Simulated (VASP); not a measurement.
# Rb (Im-3m) in VASP: a series of runs

Rb is run at these levels: PBEsol+D3(BJ); tasks: single point.

All numbers are computed with VASP 6.6.1; they aren't measurements. Logs are shortened: lines on timing, memory, paths and dates and some standing lists are left out, and cuts for length are marked.

### Step 1. The cell of the first run

Symmetry: Im-3m, No. 229, cubic system. Conventional cell: a = 5.441 Å, b = 5.441 Å, c = 5.441 Å, α = 90.00°, β = 90.00°, γ = 90.00°.

### Step 2. Single point, PBEsol+D3(BJ)

File INCAR:

```
  ALGO = Normal
  EDIFF = 1E-6
  ENCUT = 520
  GGA = PS
  ISIF = 2
  ISMEAR = 0
  IVDW = 12
  LASPH = T
  LCHARG = T
  LELF = T
  LREAL = F
  LVHAR = T
  LWAVE = F
  NBANDS = 10
  NELM = 80
  PREC = Accurate
  SIGMA = 0.1
```

File KPOINTS:

```
k-points
0
Gamma
  6 6 6
```

File POSCAR:

```
Rb
1.0
   -2.7206416943      2.7206416943      2.7206416943
    2.7206416943     -2.7206416943      2.7206416943
    2.7206416943      2.7206416943     -2.7206416943
Rb
1
Direct
    0.0000000000      0.0000000000      0.0000000000
```

Potentials or basis: VASP PAW PBE potentials, release 64 (Rb_sv).

Started as:

```
$ cat potpaw_PBE.64/Rb_sv/POTCAR > POTCAR
$ mpirun -np 1 vasp_std > vasp.out
```

OUTCAR:

```text
EDIFF = 1E-6
   ENCUT = 520
   GGA = PS
   ISIF = 2
   ISMEAR = 0
   IVDW = 12
   LASPH = T
   LREAL = F
   NELM = 80
   PREC = Accurate
 IVDW          = 12

 ion  position               nearest neighbor table
   1  0.000  0.000  0.000-

  LATTYP: Found a body centered cubic cell.
 ALAT       =     5.4412833886

  Lattice vectors:

 A1 = (  -2.7206416943,   2.7206416943,   2.7206416943)
 A2 = (   2.7206416943,  -2.7206416943,   2.7206416943)
 A3 = (   2.7206416943,   2.7206416943,  -2.7206416943)

Analysis of symmetry for initial positions (statically):
=====================================================================
 Subroutine PRICEL returns:
 Original cell was already a primitive cell.

 Routine SETGRP: Setting up the symmetry group for a
 body centered cubic supercell.

 Subroutine GETGRP returns: Found 48 space group operations
 (whereof 48 operations were pure point group operations)
 out of a pool of 48 trial point group operations.

The static configuration has the point symmetry O_h .

Analysis of symmetry for dynamics (positions and initial velocities):
=====================================================================
 Subroutine PRICEL returns:
 Original cell was already a primitive cell.

 Routine SETGRP: Setting up the symmetry group for a
 body centered cubic supercell.

 Subroutine GETGRP returns: Found 48 space group operations
 (whereof 48 operations were pure point group operations)
 out of a pool of 48 trial point group operations.

The dynamic configuration has the point symmetry O_h .

 Subroutine INISYM returns: Found 48 space group operations
 (whereof 48 operations are pure point group operations),
 and found     1 'primitive' translations

----------------------------------------------------------------------------------------

                                     Primitive cell

  volume of cell :      80.5516

  direct lattice vectors                    reciprocal lattice vectors
    -2.720641694  2.720641694  2.720641694     0.000000000  0.183780173  0.183780173
     2.720641694 -2.720641694  2.720641694     0.183780173  0.000000000  0.183780173
     2.720641694  2.720641694 -2.720641694     0.183780173  0.183780173  0.000000000

  length of vectors
     4.712289644  4.712289644  4.712289644     0.259904413  0.259904413  0.259904413

  position of ions in fractional coordinates (direct lattice)
     0.000000000  0.000000000  0.000000000

  ion indices of the primitive-cell ions
   primitive index   ion index
                 1           1

----------------------------------------------------------------------------------------

 KPOINTS: k-points

Automatic generation of k-mesh.
 Grid dimensions read from file:
 generate k-points for:    6    6    6

 Generating k-lattice:

  Cartesian coordinates                     Fractional coordinates (reciprocal lattice)
     0.000000000  0.030630029  0.030630029     0.166666667  0.000000000  0.000000000
     0.030630029  0.000000000  0.030630029     0.000000000  0.166666667  0.000000000
     0.030630029  0.030630029  0.000000000     0.000000000  0.000000000  0.166666667

  Length of vectors
     0.043317402  0.043317402  0.043317402

  Shift w.r.t. Gamma in fractional coordinates (k-lattice)
     0.000000000  0.000000000  0.000000000

 Subroutine IBZKPT returns following result:
 ===========================================

 Found     16 irreducible k-points:

 Following reciprocal coordinates:
            Coordinates               Weight
  0.000000  0.000000  0.000000      1.000000
  0.166667  0.000000  0.000000     12.000000
  0.333333  0.000000  0.000000     12.000000
  0.500000  0.000000  0.000000      6.000000
  0.166667  0.166667  0.000000     24.000000
  0.333333  0.166667  0.000000     48.000000
[... 8 lines left out ...]
  0.500000  0.500000  0.333333     12.000000
  0.500000  0.500000  0.500000      1.000000
   k-points           NKPTS =     16   k-points in BZ     NKDIM =     16   number of bands    NBANDS=     10
   number of dos      NEDOS =    301   number of ions     NIONS =      1
   total plane-waves  NPLWV =  46656
   dimension x,y,z NGX =    36 NGY =   36 NGZ =   36
   dimension x,y,z NGXF=    72 NGYF=   72 NGZF=   72
   ions per type =               1
   NGX,Y,Z   is equivalent  to a cutoff of  12.70, 12.70, 12.70 a.u.
   NGXF,Y,Z  is equivalent  to a cutoff of  25.40, 25.40, 25.40 a.u.
 SYSTEM =  unknown system
   PREC   = accura    normal or accurate (medium, high low for compatibility)
   ISTART =      0    job   : 0-new  1-cont  2-samecut
   ICHARG =      2    charge: 1-file 2-atom 10-const
   ISPIN  =      1    spin polarized calculation?
   LNONCOLLINEAR =      F non collinear calculations
   LSORBIT =      F    spin-orbit coupling
   LASPH  =      T    aspherical Exc in radial PAW
   ENCUT  =  520.0 eV  38.22 Ry    6.18 a.u.   8.76  8.76  8.76*2*pi/ulx,y,z
   NELM   =     80;   NELMIN=  2; NELMDL= -5     # of ELM steps
   EDIFF  = 0.1E-05   stopping-criterion for ELM
   LREAL  =      F    real-space projection
   EDIFFG = 0.1E-04   stopping-criterion for IOM
   NSW    =      0    number of steps for IOM
   IBRION =     -1    ionic relax: 0-MD 1-quasi-New 2-CG
   NFREE  =      0    steps in history (QN), initial steepest desc. (CG)
   ISIF   =      2    stress and relaxation
   ISYM   =      2    0-nonsym 1-usesym 2-fastsym
   POTIM  = 0.5000    time-step for ionic-motion
   TEBEG  =    0.0;   TEEND  =   0.0 temperature during run
   PSTRESS=    0.0 pullay stress
   NELECT =       9.0000    total number of electrons
   NUPDOWN=      -1.0000    fix difference up-down
   EMIN   =  10.00;   EMAX   =-10.00  energy-range for DOS
   EFERMI =   0.00;   METHOD = LEGACY
   ISMEAR =     0;   SIGMA  =   0.10  broadening in eV -4-tet -1-fermi 0-gaus
   EFERMI_NEDOS =   21; number of points for ismear=-14 and -15
   IALGO  =     38    algorithm
   IMIX   =      4    mixing-type and parameters
     AMIX     =   0.40;   BMIX     =  1.00
     AMIX_MAG =   1.60;   BMIX_MAG =  1.00
  volume/ion in A,a.u.               =      80.55       543.59
  Fermi-wavevector in a.u.,A,eV,Ry     =   0.788493  1.490035  8.459023  0.621721
  Thomas-Fermi vector in A             =   1.893445
   LORBIT       =      0    0 simple, 1 ext, 2 COOP (PROOUT), +10 PAW based schemes
   GGA     = PS    functional components
   LHFCALC =     F    Hartree Fock is set to
   AEXX    =    0.0000 exact exchange contribution
   IVDW    =    12    specifies the selected vdW correction
   LEPSILON=     F    determine dielectric tensor
   LRPA    =     F    only Hartree local field effects (RPA)
 non-spin polarized calculation
 Gauss-broadening in eV      SIGMA  =   0.10
  energy-cutoff  :      520.00
  volume of cell :       80.55
 maximum number of plane-waves:      2214
   NGX = 17   NGY = 17   NGZ = 17

 number of electron       9.0000000 magnetization

 Free energy of the ion-electron system (eV)
  ---------------------------------------------------
  ext. energy  EPLUGINS =         0.00000000
  ---------------------------------------------------
  free energy    TOTEN  =        -1.00765941 eV

  energy without entropy =       -0.99520791  energy(sigma->0) =       -1.00143366

 E-fermi :   0.2452     XC(G=0):  -5.8337

 val. band max:        0.0261573686   @ k =   0.1667   0.1667   0.1667
 cond. band min:       0.2564099676   @ k =   0.3333   0.1667   0.0000
 fundamental gap:      0.2302525990
 Fermi energy:         0.2452131491

 k-point     1 :       0.0000    0.0000    0.0000
  band No.  band energies     occupation
      1     -28.5660      2.00000
      2     -12.5977      2.00000
      3     -12.5977      2.00000
      4     -12.5977      2.00000
      5      -1.9143      2.00000
      6       4.0170      0.00000
      7       4.0170      0.00000
      8       4.0170      0.00000
      9       5.0554      0.00000
     10       5.0554      0.00000

 k-point     2 :       0.1667    0.0000    0.0000
  band No.  band energies     occupation
      1     -28.5641      2.00000
      2     -12.6355      2.00000
      3     -12.6098      2.00000
      4     -12.5978      2.00000
      5      -1.5529      2.00000
      6       3.4024      0.00000
      7       3.6031      0.00000
      8       4.3657      0.00000
      9       4.7666      0.00000
     10       4.9669      0.00000

 k-point     3 :       0.3333    0.0000    0.0000
  band No.  band energies     occupation
      1     -28.5603      2.00000
      2     -12.7088      2.00000
      3     -12.6338      2.00000
      4     -12.5980      2.00000
      5      -0.5834      2.00000
      6       2.1141      0.00000
      7       3.0430      0.00000
      8       4.9335      0.00000
      9       5.0947      0.00000
     10       5.3664      0.00000

 k-point     4 :       0.5000    0.0000    0.0000
  band No.  band energies     occupation
      1     -28.5584      2.00000
      2     -12.7445      2.00000
      3     -12.6456      2.00000
      4     -12.5981      2.00000
      5       0.4301      0.00892
      6       1.1085      0.00000
      7       2.8278      0.00000
      8       4.7522      0.00000
      9       5.7361      0.00000
     10       5.7362      0.00000
[... 118 lines left out ...]
 k-point    14 :      -0.3333    0.3333    0.3333
  band No.  band energies     occupation
      1     -28.5556      2.00000
      2     -12.6943      2.00000
      3     -12.6741      2.00000
      4     -12.6741      2.00000
      5       0.5072      0.00021
      6       1.9238      0.00000
      7       3.4711      0.00000
      8       3.4711      0.00000
      9       3.9021      0.00000
     10       5.6398      0.00000

 k-point    15 :       0.5000    0.5000    0.3333
  band No.  band energies     occupation
      1     -28.5540      2.00000
      2     -12.7121      2.00000
      3     -12.6874      2.00000
      4     -12.6760      2.00000
      5       1.2914      0.00000
      6       1.4063      0.00000
      7       3.0072      0.00000
      8       3.5332      0.00000
      9       4.2772      0.00000
     10       6.3586      0.00000

 k-point    16 :       0.5000    0.5000    0.5000
  band No.  band energies     occupation
      1     -28.5525      2.00000
      2     -12.7012      2.00000
      3     -12.7012      2.00000
      4     -12.7012      2.00000
      5       1.4017      0.00000
      6       1.4017      0.00000
      7       3.8020      0.00000
      8       3.8020      0.00000
      9       3.8020      0.00000
     10       5.7198      0.00000

------------------------ aborting loop because EDIFF is reached ----------------------------------------

 Edisp (eV)   -0.13635

 E8    (eV) :    -0.1061

  FORCE on cell =-STRESS in cart. coord.  units (eV):
  Direction    XX          YY          ZZ          XY          YZ          ZX
  --------------------------------------------------------------------------------------
  -------------------------------------------------------------------------------------
  Total      -0.00581    -0.00581    -0.00581    -0.00000    -0.00000     0.00000
  in kB      -0.11554    -0.11554    -0.11554    -0.00000    -0.00000     0.00000
  external pressure =       -0.12 kB  Pullay stress =        0.00 kB

 VOLUME and BASIS-vectors are now :
 -----------------------------------------------------------------------------
  energy-cutoff  :      520.00
  volume of cell :       80.55
      direct lattice vectors                 reciprocal lattice vectors
    -2.720641694  2.720641694  2.720641694     0.000000000  0.183780173  0.183780173
     2.720641694 -2.720641694  2.720641694     0.183780173  0.000000000  0.183780173
     2.720641694  2.720641694 -2.720641694     0.183780173  0.183780173  0.000000000

 POSITION                                       TOTAL-FORCE (eV/Angst)
 -----------------------------------------------------------------------------------
      0.00000      0.00000      0.00000         0.000000      0.000000     -0.000000
 -----------------------------------------------------------------------------------
    total drift:                               -0.000000      0.000000      0.000000

  FREE ENERGIE OF THE ION-ELECTRON SYSTEM (eV)
  ---------------------------------------------------
  free  energy   TOTEN  =        -1.1440059566 eV

  energy  without entropy=       -1.1315544546  energy(sigma->0) =       -1.13778021
```

Run time: 14 s. Hardware: 1 thread of Intel Xeon 6975P-C, shared host; peak memory 0.2 GiB.

Results:

```yaml
Free_energy: -1.1440 eV
Pressure: 0.0 GPa
Dispersion_energy_per_atom: -0.136 eV
```

Levels at points of the mesh, in eV from the Fermi level:
```csv
k point,band 1,band 2,band 3,band 4,band 5,band 6,band 7,band 8
"(0.00, 0.00, 0.00)",-28.81,-12.84,-12.84,-12.84,-2.16,3.77,3.77,3.77
"(0.50, 0.00, 0.00)",-28.80,-12.99,-12.89,-12.84,0.18,0.86,2.58,4.51
"(0.50, 0.50, 0.50)",-28.80,-12.95,-12.95,-12.95,1.16,1.16,3.56,3.56
```

Caveat: three body term missing; the PAW data sets were made with another functional, which shifts forces and pressure a little; pairwise dispersion overbinds metals, which lowers pressure and volume.

### Step 3. Single point, PBEsol+D3(BJ)

This run uses another cell than the first one, of 88.04 Å³/atom, 1.093 times its volume.

File INCAR:

```
PREC = Accurate ; ENCUT = 520
EDIFF = 1E-7 ; ISMEAR = 0
SIGMA = 0.1 ; LREAL = False
LASPH = True ; NELM = 80
ALGO = Normal ; ISIF = 2
LWAVE = False ; LCHARG = False
GGA = PS ; IVDW = 12
NBANDS = 10
```

File KPOINTS:

```
Automatic mesh
0
Gamma
  6 6 6
```

File POSCAR:

```
Rb
1.0
   -2.8025000000      2.8025000000      2.8025000000
    2.8025000000     -2.8025000000      2.8025000000
    2.8025000000      2.8025000000     -2.8025000000
Rb
1
Direct
    0.0000000000      0.0000000000      0.0000000000
```

Potentials or basis: VASP PAW PBE potentials, release 64 (Rb_sv).

Started as:

```
$ cat potpaw_PBE.64/Rb_sv/POTCAR > POTCAR
$ mpirun -np 1 vasp_std > vasp.out
```

It took 12 s on 1 thread of Intel Xeon 6975P-C, shared host; peak memory 0.2 GiB.

It converged, with:

```
Free energy                : -1.1374 eV
Pressure                   : -0.3 GPa
Dispersion energy per atom : -0.125 eV
```

Levels at points of the mesh, in eV from the Fermi level:
```
           k point  band 1  band 2  band 3  band 4  band 5  band 6  band 7  band 8  band 9
(0.00, 0.00, 0.00)  -28.85  -12.89  -12.89  -12.89   -2.03    3.70    3.70    3.70    4.67
(0.50, 0.00, 0.00)  -28.85  -13.00  -12.93  -12.89    0.22    0.79    2.58    4.32    5.24
(0.50, 0.50, 0.50)  -28.84  -12.97  -12.97  -12.97    1.23    1.23    3.31    3.31    3.31
```

Caveat: three body term missing; the PAW data sets were made with another functional, which shifts forces and pressure a little; pairwise dispersion overbinds metals, which lowers pressure and volume.
